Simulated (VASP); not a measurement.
Input of a VASP 6.6.1 run:

The input POSCAR:

```
Au
1.0
   -1.6324099650      1.6324099650      1.6324099650
    1.6324099650     -1.6324099650      1.6324099650
    1.6324099650      1.6324099650     -1.6324099650
Au
1
Direct
    0.0000000000      0.0000000000      0.0000000000
```

INCAR.step1

```
PREC = Accurate ; ENCUT = 520
ISMEAR = 0 ; SIGMA = 0.15
LREAL = False ; LASPH = True
NELM = 60 ; NBANDS = 12
GGA = PE ; ALGO = Normal
EDIFF = 1E-4 ; LWAVE = True
LCHARG = False
```

The input INCAR.step2:

```
PREC = Accurate ; ENCUT = 520
EDIFF = 1E-7 ; ISMEAR = 0
SIGMA = 0.15 ; LREAL = False
LASPH = True ; NELM = 60
ALGO = Normal ; ISIF = 2
LWAVE = False ; LCHARG = False
METAGGA = R2SCAN ; LMIXTAU = True
NBANDS = 12 ; ISTART = 1
```

The input KPOINTS:

```
regular mesh
0
Gamma
  20 20 20
```

Potentials or basis: VASP PAW PBE potentials, release 64 (Au).

Launch:

```sh
$ cat potpaw_PBE.64/Au/POTCAR > POTCAR
$ cp INCAR.step1 INCAR
$ mpirun -np 1 vasp_std > vasp.out
$ cp INCAR.step2 INCAR
$ mpirun -np 1 vasp_std > vasp.out
```

What does it give for the band gap on the k mesh?

Zero (an odd number of electrons rules out a gap without spin polarisation).

What does it give for the pressure?

1.9 GPa.

Caveat: the cell differs from its parent crystal (strain -0.015 along x and y, -0.015 along z); the PAW data sets were made with another functional, which shifts forces and pressure a little; spin-orbit coupling is left out, which moves the levels of the heavy elements.
